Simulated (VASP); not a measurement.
Input of a VASP 6.6.1 run:

File INCAR:

```
  ALGO = Normal
  EDIFF = 1E-7
  ENCUT = 520
  GGA = PE
  ISIF = 2
  ISMEAR = 0
  LASPH = True
  LCHARG = True
  LELF = True
  LREAL = False
  LVHAR = True
  LWAVE = False
  NBANDS = 20
  NELM = 60
  PREC = Accurate
  SIGMA = 0.05
```

The input KPOINTS:

```
k-points
0
Gamma
  6 6 6
```

File POSCAR:

```
CdF2
1.0
    0.0000000000      2.7315393575      2.7315393575
    2.7315393575      0.0000000000      2.7315393575
    2.7315393575      2.7315393575      0.0000000000
Cd F
1 2
Direct
    0.0000000000      0.0000000000      0.0000000000
    0.2500000000      0.2500000000      0.2500000000
    0.7500000000      0.7500000000      0.7500000000
```

Potentials or basis: VASP PAW PBE potentials, release 64 (Cd, F).

The run is started by

```bash
$ cat potpaw_PBE.64/Cd/POTCAR potpaw_PBE.64/F/POTCAR > POTCAR
$ mpirun -np 1 vasp_std > vasp.out
```

What does it give for the band gap on the k mesh?

2.94 eV (least direct gap 3.47 eV).

Estimate the pressure.

1.5 GPa.

A k mesh can miss the band edges.
